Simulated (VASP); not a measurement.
# Ti4O in VASP: notebook

Ti4O is run at these levels: PBE; tasks: single point.

All numbers are computed with VASP 6.6.1; they aren't measurements. Logs are shortened: lines on timing, memory, paths and dates and some standing lists are left out, and cuts for length are marked.

**1. The cell of the first run**

The cell holds a slab with vacuum, 5 atoms: a = 2.908 Å, b = 4.112 Å, c = 19.654 Å, α = 90.00°, β = 90.00°, γ = 90.00°.

**2. Single point, PBE**

File INCAR:

```
SYSTEM = Ti4O
PREC = Accurate
ENCUT = 520
EDIFF = 1E-7
ISMEAR = 0
SIGMA = 0.1
LREAL = .FALSE.
LASPH = .TRUE.
NELM = 60
ALGO = Normal
ISIF = 2
LWAVE = .FALSE.
LCHARG = .FALSE.
LDIPOL = .TRUE.
IDIPOL = 3
DIPOL = 0.5 0.5 0.346
GGA = PE
NBANDS = 35
```

File KPOINTS:

```
regular mesh
0
G
  9 7 1
  0 0 0
```

File POSCAR:

```
Ti4O
1.0
    2.9075446938      0.0000000000      0.0000000000
    0.0000000000      4.1118891392      0.0000000000
    0.0000000000      0.0000000000     19.6535692687
Ti O
4 1
Direct
    0.5000000000      0.5000000000      0.2035253722
    0.0000000000      0.0000000000      0.2774952616
    0.5000000000      0.5000000000      0.3439484703
    0.0000000000      0.0000000000      0.4148645550
    0.1666666667      0.1000000000      0.4911624056
```

Potentials or basis: VASP PAW PBE potentials, release 64 (Ti_sv, O).

Command:

```bash
> cat potpaw_PBE.64/Ti_sv/POTCAR potpaw_PBE.64/O/POTCAR > POTCAR
> mpirun -np 1 vasp_std > vasp.out
```

OUTCAR:

```text
SYSTEM = Ti4O
   PREC = Accurate
   ENCUT = 520
   EDIFF = 1E-7
   ISMEAR = 0
   LREAL = .FALSE.
   LASPH = .TRUE.
   NELM = 60
   ISIF = 2
   GGA = PE

 ion  position               nearest neighbor table
   1  0.500  0.500  0.204-   3 2.76   2 2.91   2 2.91   2 2.91   2 2.91
   2  0.000  0.000  0.277-   4 2.70   3 2.84   3 2.84   3 2.84   3 2.84   1 2.91   1 2.91   1 2.91
                             1 2.91
   3  0.500  0.500  0.344-   1 2.76   2 2.84   2 2.84   2 2.84   2 2.84   4 2.88   4 2.88   4 2.88
                             4 2.88
   4  0.000  0.000  0.415-   5 1.63   2 2.70   3 2.88   3 2.88   3 2.88   3 2.88
   5  0.167  0.100  0.491-   4 1.63

  LATTYP: Found a simple orthorhombic cell.
 ALAT       =     2.9075446938
 B/A-ratio  =     1.4142135624
 C/A-ratio  =     6.7595071920

  Lattice vectors:

 A1 = (   2.9075446938,   0.0000000000,   0.0000000000)
 A2 = (   0.0000000000,   4.1118891392,   0.0000000000)
 A3 = (   0.0000000000,   0.0000000000,  19.6535692687)

Analysis of symmetry for initial positions (statically):
=====================================================================
 Subroutine PRICEL returns:
 Original cell was already a primitive cell.

 Routine SETGRP: Setting up the symmetry group for a
 simple orthorhombic supercell.

 Subroutine GETGRP returns: Found  1 space group operations
 (whereof  1 operations were pure point group operations)
 out of a pool of  8 trial point group operations.

The static configuration has the point symmetry C_1 .

Analysis of symmetry for dynamics (positions and initial velocities):
=====================================================================
 Subroutine PRICEL returns:
 Original cell was already a primitive cell.

 Routine SETGRP: Setting up the symmetry group for a
 simple orthorhombic supercell.

 Subroutine GETGRP returns: Found  1 space group operations
 (whereof  1 operations were pure point group operations)
 out of a pool of  8 trial point group operations.

The dynamic configuration has the point symmetry C_1 .

 Subroutine INISYM returns: Found  1 space group operations
 (whereof  1 operations are pure point group operations),
 and found     1 'primitive' translations

----------------------------------------------------------------------------------------

                                     Primitive cell

  volume of cell :     234.9683

  direct lattice vectors                    reciprocal lattice vectors
[... 102 lines left out ...]
   TEBEG  =    0.0;   TEEND  =   0.0 temperature during run
   PSTRESS=    0.0 pullay stress
   NELECT =      54.0000    total number of electrons
   NUPDOWN=      -1.0000    fix difference up-down
   EMIN   =  10.00;   EMAX   =-10.00  energy-range for DOS
   EFERMI =   0.00;   METHOD = LEGACY
   ISMEAR =     0;   SIGMA  =   0.10  broadening in eV -4-tet -1-fermi 0-gaus
   EFERMI_NEDOS =   21; number of points for ismear=-14 and -15
   IALGO  =     38    algorithm
   IMIX   =      4    mixing-type and parameters
     AMIX     =   0.40;   BMIX     =  1.00
     AMIX_MAG =   1.60;   BMIX_MAG =  1.00
  volume/ion in A,a.u.               =      46.99       317.13
  Fermi-wavevector in a.u.,A,eV,Ry     =   1.002774  1.894968 13.681412  1.005555
  Thomas-Fermi vector in A             =   2.135283
   LORBIT       =      0    0 simple, 1 ext, 2 COOP (PROOUT), +10 PAW based schemes
   GGA     = PE    functional components
   LHFCALC =     F    Hartree Fock is set to
   AEXX    =    0.0000 exact exchange contribution
   IVDW    =     0    specifies the selected vdW correction
   LEPSILON=     F    determine dielectric tensor
   LRPA    =     F    only Hartree local field effects (RPA)
 non-spin polarized calculation
 Gauss-broadening in eV      SIGMA  =   0.10
  energy-cutoff  :      520.00
  volume of cell :      234.97
 maximum number of plane-waves:      6369
 NGX is ok and might be reduce to    24
   NGX = 11   NGY = 15   NGZ = 73

 dipolmoment           0.000000      0.000000     -0.233869 electrons x Angstroem

 number of electron      54.0000009 magnetization

 dipolmoment           0.000000      0.000000      0.278308 electrons x Angstroem

 Free energy of the ion-electron system (eV)
  ---------------------------------------------------
  ext. energy  EPLUGINS =         0.00000000
  ---------------------------------------------------
  free energy    TOTEN  =       -36.08497492 eV

  energy without entropy =      -36.04930159  energy(sigma->0) =      -36.06713825

 E-fermi :  -1.1131     XC(G=0):  -4.7324

 val. band max:       -1.1220968673   @ k =   0.2222   0.1429   0.0000
 cond. band min:      -1.0973108813   @ k =   0.2222  -0.1429   0.0000
 fundamental gap:      0.0247859860
 Fermi energy:        -1.1130672773

 k-point     1 :       0.0000    0.0000    0.0000
  band No.  band energies     occupation
      1     -58.1613      2.00000
      2     -57.8343      2.00000
      3     -57.6891      2.00000
      4     -57.6189      2.00000
      5     -34.5732      2.00000
      6     -34.4783      2.00000
[... 901 lines left out ...]
     34       0.2907      0.00000
     35       0.6303      0.00000

 [... further k-points ...]

------------------------ aborting loop because EDIFF is reached ----------------------------------------

 vacuum level on the upper side and lower side of the slab       (xc-potential included)         1.973        -2.189

  FORCE on cell =-STRESS in cart. coord.  units (eV):
  Direction    XX          YY          ZZ          XY          YZ          ZX
  --------------------------------------------------------------------------------------
  -------------------------------------------------------------------------------------
  Total        2.3521375     -1.0146114      1.4517724      0.1741214      0.4921556      1.7152456
  in kB       16.0385112     -6.9183273      9.8991955      1.1872811      3.3558594     11.6957389
  external PRESSURE =       6.3397931 kB  Pullay stress =       0.0000000 kB

 VOLUME and BASIS-vectors are now :
 -----------------------------------------------------------------------------
  energy-cutoff  :      520.00
  volume of cell :      234.97
      direct lattice vectors                 reciprocal lattice vectors
     2.907544694  0.000000000  0.000000000     0.343932804  0.000000000  0.000000000
     0.000000000  4.111889139  0.000000000     0.000000000  0.243197218  0.000000000
     0.000000000  0.000000000 19.653569269     0.000000000  0.000000000  0.050881343

 POSITION                                       TOTAL-FORCE (eV/Angst)
 -----------------------------------------------------------------------------------
      1.45377      2.05594      4.00000        -0.005082      0.002557      0.473431
      0.00000      0.00000      5.45377         0.043707     -0.018308     -0.479226
      1.45377      2.05594      6.75982        -0.029716     -0.157155     -1.170502
      0.00000      0.00000      8.15357        -1.189986      0.016984      0.836871
      0.48459      0.41119      9.65309         1.181077      0.155921      0.339425
 -----------------------------------------------------------------------------------
    total drift:                               -0.000019     -0.000333      0.001165

  FREE ENERGIE OF THE ION-ELECTRON SYSTEM (eV)
  ---------------------------------------------------
  free  energy   TOTEN  =       -36.0849749166 eV

  energy  without entropy=      -36.0493015871  energy(sigma->0) =      -36.06713825

 vacuum level on the upper side and lower side of the slab         6.388         2.117
```

Run time: 9.9 min. Hardware: 1 thread of Intel Xeon Platinum 8375C at 2.90GHz (Ice Lake), shared host; peak memory 0.45 GiB.

Results:

| Quantity | Value |
| --- | --- |
| Free energy | -36.0850 eV |
| Largest force | 1.455 eV/Å |
| Band gap on the k mesh | zero (bands 27 and 28 overlap by 0.54 eV) |

Forces in eV/Å, atoms in the order of the input:
```
Ti  -0.005  0.003  0.473
Ti   0.044 -0.018 -0.479
Ti  -0.030 -0.157 -1.171
Ti  -1.190  0.017  0.837
O    1.181  0.156  0.339
```

Levels at points of the mesh, in eV from the Fermi level:
```csv
k point,band 25,band 26,band 27,band 28,band 29,band 30
"(0.00, 0.00, 0.00)",-0.56,-0.33,-0.20,0.25,0.32,0.75
```

**3. Single point, PBE**

File INCAR:

```
PREC     = Accurate       # precision mode
ENCUT    = 520            # plane-wave cutoff, eV
EDIFF    = 1E-6           # SCF threshold, eV
ISMEAR   = 0              # smearing method
SIGMA    = 0.1            # smearing width, eV
LREAL    = False          # projectors in reciprocal space
LASPH    = True           # aspherical terms in the spheres
NELM     = 100            # most SCF steps
ALGO     = Normal         # electronic algorithm
ISIF     = 2              # what is computed and relaxed
LWAVE    = False          # write WAVECAR
LCHARG   = True           # write CHGCAR
LDIPOL   = True         
IDIPOL   = 3            
DIPOL    = 0.5 0.5 0.341
GGA      = PE             # functional
LELF     = True           # ELF
LVHAR    = True         
LVACPOTAV= True         
NBANDS   = 35             # bands
```

File KPOINTS:

```
Automatic mesh
0
Gamma
  9 7 1
```

Edit POSCAR of step 2 so:

```diff
@@ -12,2 +12,2 @@
     0.0000000000      0.0000000000      0.4148645550
-    0.1666666667      0.1000000000      0.4911624056
+    0.1666666667      0.3000000000      0.4653501723
```

Potentials or basis: VASP PAW PBE potentials, release 64 (Ti_sv, O).

Command:

```bash
> cat potpaw_PBE.64/Ti_sv/POTCAR potpaw_PBE.64/O/POTCAR > POTCAR
> mpirun -np 1 vasp_std > vasp.out
```

OUTCAR:

```text
PREC = Accurate
   ENCUT = 520
   EDIFF = 1E-6
   ISMEAR = 0
   LREAL = False
   LASPH = True
   NELM = 100
   ISIF = 2
   GGA = PE

 ion  position               nearest neighbor table
   1  0.500  0.500  0.204-   3 2.76   2 2.91   2 2.91   2 2.91   2 2.91
   2  0.000  0.000  0.277-   4 2.70   3 2.84   3 2.84   3 2.84   3 2.84   1 2.91   1 2.91   1 2.91
                             1 2.91
   3  0.500  0.500  0.344-   1 2.76   2 2.84   2 2.84   2 2.84   2 2.84   4 2.88   4 2.88   4 2.88
                             4 2.88
   4  0.000  0.000  0.415-   5 1.66   2 2.70   3 2.88   3 2.88   3 2.88   3 2.88
   5  0.167  0.300  0.465-   4 1.66

  LATTYP: Found a simple orthorhombic cell.
 ALAT       =     2.9075446938
 B/A-ratio  =     1.4142135624
 C/A-ratio  =     6.7595071920

  Lattice vectors:

 A1 = (   2.9075446938,   0.0000000000,   0.0000000000)
 A2 = (   0.0000000000,   4.1118891392,   0.0000000000)
 A3 = (   0.0000000000,   0.0000000000,  19.6535692687)

Analysis of symmetry for initial positions (statically):
=====================================================================
 Subroutine PRICEL returns:
 Original cell was already a primitive cell.

 Routine SETGRP: Setting up the symmetry group for a
 simple orthorhombic supercell.

 Subroutine GETGRP returns: Found  1 space group operations
 (whereof  1 operations were pure point group operations)
 out of a pool of  8 trial point group operations.

The static configuration has the point symmetry C_1 .

Analysis of symmetry for dynamics (positions and initial velocities):
=====================================================================
 Subroutine PRICEL returns:
 Original cell was already a primitive cell.

 Routine SETGRP: Setting up the symmetry group for a
 simple orthorhombic supercell.

 Subroutine GETGRP returns: Found  1 space group operations
 (whereof  1 operations were pure point group operations)
 out of a pool of  8 trial point group operations.

The dynamic configuration has the point symmetry C_1 .

 Subroutine INISYM returns: Found  1 space group operations
[... 131 lines left out ...]
   IVDW    =     0    specifies the selected vdW correction
   LEPSILON=     F    determine dielectric tensor
   LRPA    =     F    only Hartree local field effects (RPA)
 non-spin polarized calculation
 Gauss-broadening in eV      SIGMA  =   0.10
  energy-cutoff  :      520.00
  volume of cell :      234.97
 maximum number of plane-waves:      6369
 NGX is ok and might be reduce to    24
   NGX = 11   NGY = 15   NGZ = 73

 dipolmoment           0.000000      0.000000     -0.215542 electrons x Angstroem

 number of electron      54.0000012 magnetization

 dipolmoment           0.000000      0.000000      0.144592 electrons x Angstroem

 Free energy of the ion-electron system (eV)
  ---------------------------------------------------
  ext. energy  EPLUGINS =         0.00000000
  ---------------------------------------------------
  free energy    TOTEN  =       -36.51939792 eV

  energy without entropy =      -36.47598313  energy(sigma->0) =      -36.49769052

 E-fermi :  -0.3232     XC(G=0):  -4.6691

 val. band max:       -0.3406659776   @ k =   0.3333   0.0000   0.0000
 cond. band min:      -0.3209595470   @ k =   0.4444  -0.4286   0.0000
 fundamental gap:      0.0197064307
 Fermi energy:        -0.3231736432

 k-point     1 :       0.0000    0.0000    0.0000
  band No.  band energies     occupation
      1     -57.3744      2.00000
      2     -57.2615      2.00000
      3     -57.0429      2.00000
      4     -56.9201      2.00000
      5     -33.9682      2.00000
      6     -33.7986      2.00000
[... 901 lines left out ...]
     34       1.1878      0.00000
     35       1.3807      0.00000

 [... further k-points ...]

------------------------ aborting loop because EDIFF is reached ----------------------------------------

  FORCE on cell =-STRESS in cart. coord.  units (eV):
  Direction    XX          YY          ZZ          XY          YZ          ZX
  --------------------------------------------------------------------------------------
  -------------------------------------------------------------------------------------
  Total        2.4537315     -0.2578708      0.3388800      1.1831956      2.7571767      1.5420560
  in kB       16.7312502     -1.7583424      2.3107198      8.0678515     18.8003511     10.5148113
  external PRESSURE =       5.7612092 kB  Pullay stress =       0.0000000 kB

 VOLUME and BASIS-vectors are now :
 -----------------------------------------------------------------------------
  energy-cutoff  :      520.00
  volume of cell :      234.97
      direct lattice vectors                 reciprocal lattice vectors
     2.907544694  0.000000000  0.000000000     0.343932804  0.000000000  0.000000000
     0.000000000  4.111889139  0.000000000     0.000000000  0.243197218  0.000000000
     0.000000000  0.000000000 19.653569269     0.000000000  0.000000000  0.050881343

 POSITION                                       TOTAL-FORCE (eV/Angst)
 -----------------------------------------------------------------------------------
      1.45377      2.05594      4.00000        -0.037528     -0.017244      0.398654
      0.00000      0.00000      5.45377        -0.000552     -0.089409     -0.569720
      1.45377      2.05594      6.75982        -0.219464     -0.297225     -0.254661
      0.00000      0.00000      8.15357        -0.829878     -1.640822      0.286081
      0.48459      1.23357      9.14579         1.087421      2.044700      0.139646
 -----------------------------------------------------------------------------------
    total drift:                               -0.000030     -0.000886      0.001309

  FREE ENERGIE OF THE ION-ELECTRON SYSTEM (eV)
  ---------------------------------------------------
  free  energy   TOTEN  =       -36.5193979168 eV

  energy  without entropy=      -36.4759831303  energy(sigma->0) =      -36.49769052

 vacuum level on the upper side and lower side of the slab         5.188         2.999
```

stdout:

```text
POSCAR found type information on POSCAR TiO
 POSCAR found :  2 types and       5 ions
 scaLAPACK will be used
 LDA part: xc-table for (Slater+PW92), standard interpolation
 POSCAR, INCAR and KPOINTS ok, starting setup
 FFT: planning ... GRIDC
 FFT: planning ... GRID_SOFT
 FFT: planning ... GRID
 WAVECAR not read
 entering main loop
 -----------------------------------------------------------------------------
|                                                                             |
|           W    W    AA    RRRRR   N    N  II  N    N   GGGG   !!!           |
|           W    W   A  A   R    R  NN   N  II  NN   N  G    G  !!!           |
|           W    W  A    A  R    R  N N  N  II  N N  N  G       !!!           |
|           W WW W  AAAAAA  RRRRR   N  N N  II  N  N N  G  GGG   !            |
|           WW  WW  A    A  R   R   N   NN  II  N   NN  G    G                |
|           W    W  A    A  R    R  N    N  II  N    N   GGGG   !!!           |
|                                                                             |
|     Did not find any points to average over, which means that no vacuum     |
|     field-free region was found. Please increase the size of  your cell     |
|     in the dimension of the dipole correction to obtain accurate            |
|     workfunction values.                                                    |
|                                                                             |
 -----------------------------------------------------------------------------
```

It took 8.5 min on 1 thread of Intel Xeon Platinum 8375C at 2.90GHz (Ice Lake), shared host; peak memory 0.44 GiB.

What came out:

```yaml
Free_energy: -36.5194 eV
Largest_force: 2.320 eV/Å
Band_gap_on_the_k_mesh: zero (bands 27 and 28 overlap by 0.34 eV)
```

Forces in eV/Å, atoms in the order of the input:
```
Ti  -0.038 -0.017  0.399
Ti  -0.001 -0.089 -0.570
Ti  -0.219 -0.297 -0.255
Ti  -0.830 -1.641  0.286
O    1.087  2.045  0.140
```

Levels at points of the mesh, in eV from the Fermi level:
```tsv
k point	band 23	band 24	band 25	band 26	band 27	band 28	band 29	band 30	band 31	band 32
(0.00, 0.00, 0.00)	-1.90	-1.48	-0.76	-0.25	0.01	0.25	0.36	0.91	0.99	1.14
```
